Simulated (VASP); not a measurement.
Rh, 2 atoms in the cell. Symmetry: Fd-3m, No. 227, cubic system. The conventional cell has a = 5.563 Å, b = 5.563 Å, c = 5.563 Å, α = 90.00°, β = 90.00°, γ = 90.00°. Rh (site symmetry -43m) has 4 Rh at 2.41 Å within 3.2 Å. This isn't the form of Rh at room conditions, which is fcc.

- Program: VASP 6.6.1
- Task: single point
- Functional: RPBE
- Potentials or basis: VASP PAW PBE potentials, release 64 (Rh_pv)
- Cutoff: 520 eV
- k mesh: 10 × 10 × 10
- Occupations: fermi-dirac, width 0.1 eV
- Spin: no spin polarisation
- Dipole correction: no
- Further INCAR settings: ALGO = Normal; EDIFF = 1e-06; NBANDS = 22

Potentials or basis: VASP PAW PBE potentials, release 64 (Rh_pv).

Command:

```bash
$ cat potpaw_PBE.64/Rh_pv/POTCAR > POTCAR
$ mpirun -np 1 vasp_std > vasp.out
```

Hardware: 1 thread of Intel Xeon 8259CL, with other jobs on the host.

Task: How long does it take, and how much memory?

Result: It took 49 s on 1 thread of Intel Xeon 8259CL (shared host), peak memory 0.18 GiB. Counts: scf iterations 11, k points 47.
